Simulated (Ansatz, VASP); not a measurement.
Two plane-wave programs on ScIn2N3

```
CELL_PARAMETERS angstrom
3.15105 0.00000 0.00000
0.00000 3.15105 0.00000
0.00000 0.00000 8.88913
ATOMIC_POSITIONS crystal
Sc 0.00000 0.00000 0.00000
In 0.50000 0.00000 0.36264
In 0.00000 0.50000 0.63736
N 0.50000 0.00000 0.63534
N 0.00000 0.50000 0.36466
N 0.50000 0.50000 0.00000
```

Change from the starting cell: species swapped into the Ti2CuSb3 type (P-4m2, No. 115).

Alike in both runs: functional PBE; k mesh 6 × 6 × 2; occupations gaussian, width 0.1 eV; collinear spin.

Ansatz relaxed the structure, and its values are those at the end. VASP's run is a single point on that final structure, the one shown.

```csv
,VASP,Ansatz
version,VASP 6.6.1,Ansatz 0.2.0
potentials or method,"VASP PAW PBE potentials, release 64 (Sc_sv, In_d, N), cutoff 520 eV","scalar-relativistic, plane waves, PAW"
valence electrons in the cell,52,52
```

|  | VASP | Ansatz | Ansatz less VASP |
| --- | --- | --- | --- |
| gap on the k mesh at the Fermi level (eV) | none | none | - |
| pressure (GPa) | 0.5 | 0.2 | -0.29 |
| rms of the force components (eV/Å) | 0.010 | 0.006 | -0.0042 |
| net moment per atom (μB) | 0.00 | 0.00 | 0.000 |

A gap of «none» marks a metal or a gap that the smearing closes. Ansatz's warnings: seeded moment not kept.
